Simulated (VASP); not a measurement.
# GaSb in VASP: settings compared

Aim: see how the results for GaSb move with the level of theory and the settings. Levels: r2SCAN, PBE. Tasks: single point.

All numbers are computed with VASP 6.6.1; they aren't measurements. Logs are shortened: lines on timing, memory, paths and dates and some standing lists are left out, and cuts for length are marked.

## 1. The cell of the first run

The structure is cubic, space group F-43m (No. 216). Conventional cell: a = 6.132 Å, b = 6.132 Å, c = 6.132 Å, α = 90.00°, β = 90.00°, γ = 90.00°. Ga (site symmetry -43m) has 4 Sb at 2.66 Å within 3.5 Å. Sb (site symmetry -43m) has 4 Ga at 2.66 Å within 3.5 Å.

## 2. Single point, r2SCAN

POSCAR

```
GaSb
1.0
    0.0000000000      3.0658787979      3.0658787979
    3.0658787979      0.0000000000      3.0658787979
    3.0658787979      3.0658787979      0.0000000000
Ga Sb
1 1
Direct
    0.0000000000      0.0000000000      0.0000000000
    0.2500000000      0.2500000000      0.2500000000
```

INCAR.step1

```
  PREC = Accurate
  ENCUT = 520
  ISMEAR = -1
  SIGMA = 0.02
  LREAL = F
  LASPH = T
  NELM = 60
  NBANDS = 16
  GGA = PE
  ALGO = Normal
  EDIFF = 1E-4
  LWAVE = T
  LCHARG = F
```

INCAR.step2

```
  PREC = Accurate
  ENCUT = 520
  EDIFF = 1E-7
  ISMEAR = -1
  SIGMA = 0.02
  LREAL = F
  LASPH = T
  NELM = 60
  ALGO = Normal
  ISIF = 2
  LWAVE = F
  LCHARG = T
  METAGGA = R2SCAN
  LMIXTAU = T
  LELF = T
  LVHAR = T
  NBANDS = 16
  ISTART = 1
```

KPOINTS

```
Automatic mesh
0
Gamma
  8 8 8
```

Potentials or basis: VASP PAW PBE potentials, release 64 (Ga_d, Sb).

Run with:

```bash
$ cat potpaw_PBE.64/Ga_d/POTCAR potpaw_PBE.64/Sb/POTCAR > POTCAR
$ cp INCAR.step1 INCAR
$ mpirun -np 1 vasp_std > vasp.out
$ cp INCAR.step2 INCAR
$ mpirun -np 1 vasp_std > vasp.out
```

OUTCAR:

```text
PREC = Accurate
   ENCUT = 520
   EDIFF = 1E-7
   ISMEAR = -1
   LREAL = F
   LASPH = T
   NELM = 60
   ISIF = 2
   METAGGA = R2SCAN
   ISTART = 1

 ion  position               nearest neighbor table
   1  0.000  0.000  0.000-   2 2.66   2 2.66   2 2.66   2 2.66
   2  0.250  0.250  0.250-   1 2.66   1 2.66   1 2.66   1 2.66

  LATTYP: Found a face centered cubic cell.
 ALAT       =     6.1317575958

  Lattice vectors:

 A1 = (   0.0000000000,   3.0658787979,   3.0658787979)
 A2 = (   3.0658787979,   0.0000000000,   3.0658787979)
 A3 = (   3.0658787979,   3.0658787979,   0.0000000000)

Analysis of symmetry for initial positions (statically):
=====================================================================
 Subroutine PRICEL returns:
 Original cell was already a primitive cell.

 Routine SETGRP: Setting up the symmetry group for a
 face centered cubic supercell.

 Subroutine GETGRP returns: Found 24 space group operations
 (whereof 24 operations were pure point group operations)
 out of a pool of 48 trial point group operations.

The static configuration has the point symmetry T_d .

Analysis of symmetry for dynamics (positions and initial velocities):
=====================================================================
 Subroutine PRICEL returns:
 Original cell was already a primitive cell.

 Routine SETGRP: Setting up the symmetry group for a
 face centered cubic supercell.

 Subroutine GETGRP returns: Found 24 space group operations
 (whereof 24 operations were pure point group operations)
 out of a pool of 48 trial point group operations.

The dynamic configuration has the point symmetry T_d .

 Subroutine INISYM returns: Found 24 space group operations
 (whereof 24 operations are pure point group operations),
 and found     1 'primitive' translations

----------------------------------------------------------------------------------------

                                     Primitive cell

  volume of cell :      57.6361

  direct lattice vectors                    reciprocal lattice vectors
     0.000000000  3.065878798  3.065878798    -0.163085377  0.163085377  0.163085377
     3.065878798  0.000000000  3.065878798     0.163085377 -0.163085377  0.163085377
     3.065878798  3.065878798  0.000000000     0.163085377  0.163085377 -0.163085377

  length of vectors
     4.335807377  4.335807377  4.335807377     0.282472159  0.282472159  0.282472159

  position of ions in fractional coordinates (direct lattice)
     0.000000000  0.000000000  0.000000000
     0.250000000  0.250000000  0.250000000

  ion indices of the primitive-cell ions
   primitive index   ion index
                 1           1
                 2           2

----------------------------------------------------------------------------------------

 KPOINTS: Automatic mesh

Automatic generation of k-mesh.
 Grid dimensions read from file:
 generate k-points for:    8    8    8

 Generating k-lattice:

  Cartesian coordinates                     Fractional coordinates (reciprocal lattice)
    -0.020385672  0.020385672  0.020385672     0.125000000  0.000000000  0.000000000
     0.020385672 -0.020385672  0.020385672     0.000000000  0.125000000  0.000000000
     0.020385672  0.020385672 -0.020385672     0.000000000  0.000000000  0.125000000

  Length of vectors
     0.035309020  0.035309020  0.035309020

  Shift w.r.t. Gamma in fractional coordinates (k-lattice)
     0.000000000  0.000000000  0.000000000

 Subroutine IBZKPT returns following result:
 ===========================================

 Found     29 irreducible k-points:

 Following reciprocal coordinates:
            Coordinates               Weight
  0.000000  0.000000  0.000000      1.000000
  0.125000  0.000000  0.000000      8.000000
  0.250000  0.000000  0.000000      8.000000
  0.375000  0.000000  0.000000      8.000000
  0.500000  0.000000  0.000000      4.000000
  0.125000  0.125000  0.000000      6.000000
[... 16 lines left out ...]
  0.500000  0.250000  0.125000     48.000000
 -0.375000  0.250000  0.125000     24.000000
 [... further k-points ...]
   k-points           NKPTS =     29   k-points in BZ     NKDIM =     29   number of bands    NBANDS=     16
   number of dos      NEDOS =    301   number of ions     NIONS =      2
   total plane-waves  NPLWV =  32768
   dimension x,y,z NGX =    32 NGY =   32 NGZ =   32
   dimension x,y,z NGXF=    64 NGYF=   64 NGZF=   64
   ions per type =               1   1
   NGX,Y,Z   is equivalent  to a cutoff of  12.27, 12.27, 12.27 a.u.
   NGXF,Y,Z  is equivalent  to a cutoff of  24.54, 24.54, 24.54 a.u.
 SYSTEM =  unknown system
   PREC   = accura    normal or accurate (medium, high low for compatibility)
   ISTART =      1    job   : 0-new  1-cont  2-samecut
   ICHARG =      0    charge: 1-file 2-atom 10-const
   ISPIN  =      1    spin polarized calculation?
   LNONCOLLINEAR =      F non collinear calculations
   LSORBIT =      F    spin-orbit coupling
   LASPH  =      T    aspherical Exc in radial PAW
   ENCUT  =  520.0 eV  38.22 Ry    6.18 a.u.   8.06  8.06  8.06*2*pi/ulx,y,z
   NELM   =     60;   NELMIN=  2; NELMDL=  0     # of ELM steps
   EDIFF  = 0.1E-06   stopping-criterion for ELM
   LREAL  =      F    real-space projection
   EDIFFG = 0.1E-05   stopping-criterion for IOM
   NSW    =      0    number of steps for IOM
   IBRION =     -1    ionic relax: 0-MD 1-quasi-New 2-CG
   NFREE  =      0    steps in history (QN), initial steepest desc. (CG)
   ISIF   =      2    stress and relaxation
   ISYM   =      2    0-nonsym 1-usesym 2-fastsym
   POTIM  = 0.5000    time-step for ionic-motion
   TEBEG  =    0.0;   TEEND  =   0.0 temperature during run
   PSTRESS=    0.0 pullay stress
   NELECT =      18.0000    total number of electrons
   NUPDOWN=      -1.0000    fix difference up-down
   EMIN   =  10.00;   EMAX   =-10.00  energy-range for DOS
   EFERMI =   0.00;   METHOD = LEGACY
   ISMEAR =    -1;   SIGMA  =   0.02  broadening in eV -4-tet -1-fermi 0-gaus
   EFERMI_NEDOS =   21; number of points for ismear=-14 and -15
   IALGO  =     38    algorithm
   IMIX   =      4    mixing-type and parameters
     AMIX     =   0.40;   BMIX     =  1.00
     AMIX_MAG =   1.60;   BMIX_MAG =  1.00
  volume/ion in A,a.u.               =      28.82       194.47
  Fermi-wavevector in a.u.,A,eV,Ry     =   1.110710  2.098938 16.785191  1.233677
  Thomas-Fermi vector in A             =   2.247265
   LORBIT       =      0    0 simple, 1 ext, 2 COOP (PROOUT), +10 PAW based schemes
   METAGGA = R2SCAN    functional components
   LHFCALC =     F    Hartree Fock is set to
   AEXX    =    0.0000 exact exchange contribution
   IVDW    =     0    specifies the selected vdW correction
   LEPSILON=     F    determine dielectric tensor
   LRPA    =     F    only Hartree local field effects (RPA)
 non-spin polarized calculation
  energy-cutoff  :      520.00
  volume of cell :       57.64
 maximum number of plane-waves:      1572
   NGX = 17   NGY = 17   NGZ = 17

 number of electron      17.9999989 magnetization

 Free energy of the ion-electron system (eV)
  ---------------------------------------------------
  ext. energy  EPLUGINS =         0.00000000
  ---------------------------------------------------
  free energy    TOTEN  =       -37.60059885 eV

  energy without entropy =      -37.60059871  energy(sigma->0) =      -37.60059878

 E-fermi :   4.8267     XC(G=0):  -9.6900

 val. band max:        4.6165656907   @ k =   0.0000   0.0000   0.0000
 cond. band min:       5.0147893980   @ k =   0.0000   0.0000   0.0000
 fundamental gap:      0.3982237073
 Fermi energy:         4.8266588454

 k-point     1 :       0.0000    0.0000    0.0000
  band No.  band energies     occupation
      1     -10.8692      2.00000
      2     -10.8692      2.00000
      3     -10.8691      2.00000
      4     -10.8132      2.00000
      5     -10.8132      2.00000
      6      -7.2668      2.00000
[... 8 lines left out ...]
     15      13.6232      0.00000
     16      13.6232      0.00000

 k-point     2 :       0.1250    0.0000    0.0000
  band No.  band energies     occupation
      1     -10.8736      2.00000
      2     -10.8673      2.00000
      3     -10.8672      2.00000
      4     -10.8134      2.00000
      5     -10.8134      2.00000
      6      -7.0992      2.00000
[... 8 lines left out ...]
     15      12.8528      0.00000
     16      12.8528      0.00000

 k-point     3 :       0.2500    0.0000    0.0000
  band No.  band energies     occupation
      1     -10.8840      2.00000
      2     -10.8629      2.00000
      3     -10.8629      2.00000
      4     -10.8136      2.00000
      5     -10.8136      2.00000
      6      -6.6219      2.00000
[... 8 lines left out ...]
     15      12.6393      0.00000
     16      12.6393      0.00000

 k-point     4 :       0.3750    0.0000    0.0000
  band No.  band energies     occupation
      1     -10.8941      2.00000
      2     -10.8590      2.00000
      3     -10.8590      2.00000
      4     -10.8132      2.00000
      5     -10.8132      2.00000
      6      -5.9593      2.00000
[... 8 lines left out ...]
     15      13.6425      0.00000
     16      13.6425      0.00000
[... 324 lines left out ...]
 k-point    22 :       0.3750    0.2500    0.1250
  band No.  band energies     occupation
      1     -10.8944      2.00000
      2     -10.8578      2.00000
      3     -10.8562      2.00000
      4     -10.8173      2.00000
      5     -10.8117      2.00000
      6      -6.2049      2.00000
[... 8 lines left out ...]
     15      14.2684      0.00000
     16      14.4397      0.00000

 k-point    23 :       0.5000    0.2500    0.1250
  band No.  band energies     occupation
      1     -10.9012      2.00000
      2     -10.8550      2.00000
      3     -10.8526      2.00000
      4     -10.8172      2.00000
      5     -10.8122      2.00000
      6      -5.5690      2.00000
[... 8 lines left out ...]
     15      13.8993      0.00000
     16      15.3874      0.00000

 k-point    24 :      -0.3750    0.2500    0.1250
  band No.  band energies     occupation
      1     -10.9038      2.00000
      2     -10.8542      2.00000
      3     -10.8512      2.00000
      4     -10.8164      2.00000
      5     -10.8129      2.00000
      6      -5.1900      2.00000
[... 8 lines left out ...]
     15      14.8520      0.00000
     16      15.3829      0.00000

 [... further k-points ...]

------------------------ aborting loop because EDIFF is reached ----------------------------------------

  FORCE on cell =-STRESS in cart. coord.  units (eV):
  Direction    XX          YY          ZZ          XY          YZ          ZX
  --------------------------------------------------------------------------------------
  -------------------------------------------------------------------------------------
  Total        0.0359791      0.0359791      0.0359791     -0.0000000     -0.0000000     -0.0000000
  in kB        1.0001531      1.0001531      1.0001531     -0.0000000     -0.0000000     -0.0000000
  external PRESSURE =       1.0001531 kB  Pullay stress =       0.0000000 kB

 VOLUME and BASIS-vectors are now :
 -----------------------------------------------------------------------------
  energy-cutoff  :      520.00
  volume of cell :       57.64
      direct lattice vectors                 reciprocal lattice vectors
     0.000000000  3.065878798  3.065878798    -0.163085377  0.163085377  0.163085377
     3.065878798  0.000000000  3.065878798     0.163085377 -0.163085377  0.163085377
     3.065878798  3.065878798  0.000000000     0.163085377  0.163085377 -0.163085377

 POSITION                                       TOTAL-FORCE (eV/Angst)
 -----------------------------------------------------------------------------------
      0.00000      0.00000      0.00000        -0.000000     -0.000000     -0.000000
      1.53294      1.53294      1.53294         0.000000      0.000000      0.000000
 -----------------------------------------------------------------------------------
    total drift:                               -0.000002     -0.000002     -0.000002

  FREE ENERGIE OF THE ION-ELECTRON SYSTEM (eV)
  ---------------------------------------------------
  free  energy   TOTEN  =       -37.6005988471 eV

  energy  without entropy=      -37.6005987064  energy(sigma->0) =      -37.60059878
```

It took 44 s on 1 thread of Intel Xeon 6975P-C (Granite Rapids), shared host; peak memory 0.19 GiB.

What came out:

```
Free energy            : -37.6006 eV
Pressure               : 0.1 GPa
Band gap on the k mesh : 0.40 eV, direct
```

Levels at points of the mesh, in eV from the valence-band top:
| k point | band 5 | band 6 | band 7 | band 8 | band 9 | band 10 | band 11 | band 12 | band 13 | band 14 |
| --- | --- | --- | --- | --- | --- | --- | --- | --- | --- | --- |
| (0.00, 0.00, 0.00) | -15.43 | -11.88 | 0.00 | 0.00 | 0.00 | 0.40 | 2.98 | 2.98 | 2.98 | 6.34 |
| (0.50, 0.00, 0.00) | -15.43 | -10.18 | -6.55 | -1.20 | -1.20 | 0.67 | 4.01 | 4.01 | 6.93 | 9.94 |
| (0.50, 0.50, 0.00) | -15.43 | -9.30 | -7.02 | -2.67 | -2.67 | 1.13 | 1.49 | 9.22 | 9.22 | 10.73 |

Caveat: the PAW data sets were made with another functional, which shifts forces and pressure a little; spin-orbit coupling is left out, which moves the levels of the heavy elements. A k mesh can miss the band edges.

## 3. Single point, PBE (epitaxial xy strain -3.0%)

INCAR

```
  ALGO = Normal
  EDIFF = 1E-6
  ENCUT = 520
  GGA = PE
  ISIF = 2
  ISMEAR = -1
  LASPH = T
  LCHARG = F
  LREAL = F
  LWAVE = F
  NBANDS = 16
  NELM = 60
  PREC = Accurate
  SIGMA = 0.02
```

KPOINTS

```
k-points
0
Gamma
  8 8 8
```

POSCAR

```
GaSb
1.0
    0.0000000000      2.9739024340      3.1421730518
    2.9739024340      0.0000000000      3.1421730518
    2.9739024340      2.9739024340      0.0000000000
Ga Sb
1 1
Direct
    0.0000000000      0.0000000000      0.0000000000
    0.2500000000      0.2500000000      0.2500000000
```

Potentials or basis: VASP PAW PBE potentials, release 64 (Ga_d, Sb).

Run with:

```bash
$ cat potpaw_PBE.64/Ga_d/POTCAR potpaw_PBE.64/Sb/POTCAR > POTCAR
$ mpirun -np 1 vasp_std > vasp.out
```

OUTCAR:

```text
EDIFF = 1E-6
   ENCUT = 520
   GGA = PE
   ISIF = 2
   ISMEAR = -1
   LASPH = T
   LREAL = F
   NELM = 60
   PREC = Accurate

 ion  position               nearest neighbor table
   1  0.000  0.000  0.000-   2 2.62   2 2.62   2 2.62   2 2.62
   2  0.250  0.250  0.250-   1 2.62   1 2.62   1 2.62   1 2.62

  LATTYP: Found a body centered tetragonal cell.
 ALAT       =     4.2057331553
 C/A-ratio  =     1.4942331982

  Lattice vectors:

 A1 = (  -2.9739024340,   0.0000000000,   3.1421730518)
 A2 = (   2.9739024340,   0.0000000000,   3.1421730518)
 A3 = (   0.0000000000,   2.9739024340,  -3.1421730518)

Analysis of symmetry for initial positions (statically):
=====================================================================
 Subroutine PRICEL returns:
 Original cell was already a primitive cell.

 Routine SETGRP: Setting up the symmetry group for a
 body centered tetragonal supercell.

 Subroutine GETGRP returns: Found  8 space group operations
 (whereof  8 operations were pure point group operations)
[... 160 lines left out ...]

  energy without entropy =       -7.29565284  energy(sigma->0) =       -7.29567918

 E-fermi :   5.3574     XC(G=0):  -9.2218

 val. band max:        5.2964720300   @ k =   0.0000   0.0000   0.0000
 cond. band min:       5.4034741632   @ k =   0.0000   0.0000   0.0000
 fundamental gap:      0.1070021333
 Fermi energy:         5.3573890954

 k-point     1 :       0.0000    0.0000    0.0000
  band No.  band energies     occupation
      1      -9.9240      2.00000
      2      -9.9168      2.00000
      3      -9.9168      2.00000
      4      -9.8680      2.00000
      5      -9.8630      2.00000
      6      -6.5015      2.00000
[... 433 lines left out ...]
      3      -9.9059      2.00000
      4      -9.8715      2.00000
      5      -9.8613      2.00000
      6      -5.2699      2.00000
[... 8 lines left out ...]
     15      13.8347      0.00000
     16      14.6143      0.00000

 [... further k-points ...]

------------------------ aborting loop because EDIFF is reached ----------------------------------------

  FORCE on cell =-STRESS in cart. coord.  units (eV):
  Direction    XX          YY          ZZ          XY          YZ          ZX
  --------------------------------------------------------------------------------------
  -------------------------------------------------------------------------------------
  Total        1.7339201      1.7339201      0.8060849      0.0000000      0.0000000      0.0000000
  in kB       49.9834403     49.9834403     23.2368821      0.0000000      0.0000000      0.0000000
  external PRESSURE =      41.0679209 kB  Pullay stress =       0.0000000 kB

 VOLUME and BASIS-vectors are now :
 -----------------------------------------------------------------------------
  energy-cutoff  :      520.00
  volume of cell :       55.58
      direct lattice vectors                 reciprocal lattice vectors
     0.000000000  2.973902434  3.142173052    -0.168129255  0.168129255  0.159125545
     2.973902434  0.000000000  3.142173052     0.168129255 -0.168129255  0.159125545
     2.973902434  2.973902434  0.000000000     0.168129255  0.168129255 -0.159125545

 POSITION                                       TOTAL-FORCE (eV/Angst)
 -----------------------------------------------------------------------------------
      0.00000      0.00000      0.00000        -0.000000     -0.000000      0.000000
      1.48695      1.48695      1.57109         0.000000      0.000000     -0.000000
 -----------------------------------------------------------------------------------
    total drift:                                0.000001      0.000001      0.000003

  FREE ENERGIE OF THE ION-ELECTRON SYSTEM (eV)
  ---------------------------------------------------
  free  energy   TOTEN  =        -7.2957055109 eV

  energy  without entropy=       -7.2956528445  energy(sigma->0) =       -7.29567918
```

OSZICAR:

```text
N       E                     dE             d eps       ncg     rms          rms(c)
DAV:   1     0.828785118972E+02    0.82879E+02   -0.86379E+03  1896   0.141E+03
DAV:   2    -0.109787571117E+01   -0.83976E+02   -0.81146E+02  2256   0.296E+02
DAV:   3    -0.724321563035E+01   -0.61453E+01   -0.61320E+01  2232   0.641E+01
DAV:   4    -0.735310937591E+01   -0.10989E+00   -0.10988E+00  2384   0.970E+00
DAV:   5    -0.735564751230E+01   -0.25381E-02   -0.25381E-02  2472   0.129E+00    0.329E+00
DAV:   6    -0.730889414621E+01    0.46753E-01   -0.63766E-02  2752   0.400E+00    0.199E+00
DAV:   7    -0.729423803619E+01    0.14656E-01   -0.40982E-02  2256   0.164E+00    0.351E-01
DAV:   8    -0.729519197482E+01   -0.95394E-03   -0.44308E-03  2472   0.767E-01    0.930E-02
DAV:   9    -0.729566774305E+01   -0.47577E-03   -0.70770E-04  2272   0.201E-01    0.361E-02
DAV:  10    -0.729568085848E+01   -0.13115E-04   -0.28952E-05  2496   0.363E-02    0.111E-02
DAV:  11    -0.729570512522E+01   -0.24267E-04   -0.33808E-05  2232   0.375E-02    0.660E-03
DAV:  12    -0.729570551092E+01   -0.38570E-06   -0.10909E-06  2280   0.913E-03
   1 F= -.72957055E+01 E0= -.72956792E+01  d E =-.526664E-04
```

Run time: 19 s. Hardware: 1 thread of Intel Xeon 6975P-C (Granite Rapids), shared host; peak memory 0.2 GiB.

What came out:

```yaml
Free_energy: -7.2957 eV
Pressure: 4.1 GPa
Band_gap_on_the_k_mesh: 0.11 eV, direct
```

Levels at points of the mesh, in eV from the valence-band top:
| k point | band 7 | band 8 | band 9 | band 10 | band 11 | band 12 |
| --- | --- | --- | --- | --- | --- | --- |
| (0.00, 0.00, 0.00) | -0.36 | 0.00 | 0.00 | 0.11 | 2.61 | 2.61 |
| (0.50, 0.00, 0.00) | -6.63 | -1.54 | -1.09 | 0.30 | 3.53 | 3.79 |
| (0.50, 0.50, 0.00) | -7.24 | -2.56 | -2.56 | 1.04 | 1.32 | 8.72 |
| (0.50, 0.00, 0.50) | -6.98 | -2.92 | -2.87 | 0.62 | 0.96 | 8.59 |

Caveat: the cell differs from its parent crystal (epitaxial xy strain -3.0%); spin-orbit coupling is left out, which moves the levels of the heavy elements.

(Continued in part 2 of 2.)
